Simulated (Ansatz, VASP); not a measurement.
**TeWS4: VASP beside Ansatz**

```
Te W S
1.0
     0.00000    3.72884    3.72884
     3.72884    0.00000    3.72884
     3.72884    3.72884    0.00000
Te W S
1 1 4
Direct
  0.25000 0.25000 0.25000
  0.00000 0.00000 0.00000
  0.62790 0.62790 0.11629
  0.62790 0.62790 0.62790
  0.11629 0.62790 0.62790
  0.62790 0.11629 0.62790
```

Change from the starting cell: species swapped into the YbInCu4 type (F-43m, No. 216).

Alike in both runs: functional PBE; k mesh 4 × 4 × 4; occupations gaussian, width 0.1 eV; collinear spin.

Ansatz relaxed the structure, and its values are those at the end. VASP's run is a single point on that final structure, the one shown.

```csv
,VASP,Ansatz
version,VASP 6.6.1,Ansatz 0.2.0
potentials or method,"VASP PAW PBE potentials, release 64 (Te, W_sv, S), cutoff 520 eV","scalar-relativistic, plane waves, PAW"
valence electrons in the cell,44,54
```

```tsv
	VASP	Ansatz	Ansatz less VASP
gap on the k mesh at the Fermi level (eV)	none	none	-
pressure (GPa)	0.0	0.1	+0.13
rms of the force components (eV/Å)	0.006	0.000	-0.0060
net moment per atom (μB)	0.14	0.13	0.000
size of the moment on the site where the two differ most (μB)	0.82	0.84	+0.018
```

Site moments also hang on the region over which each program counts them. A gap of «none» marks a metal or a gap that the smearing closes. With one functional, cell and mesh, what is left measures potentials, basis and numerics. VASP's potentials hold 44 valence electrons a cell and Ansatz's 54, so a difference there can come from the potentials and not from the codes. Ansatz's warnings: no starting moments.

The k mesh is coarse, so the values compare programs but aren't converged. Spin-orbit coupling is off throughout.
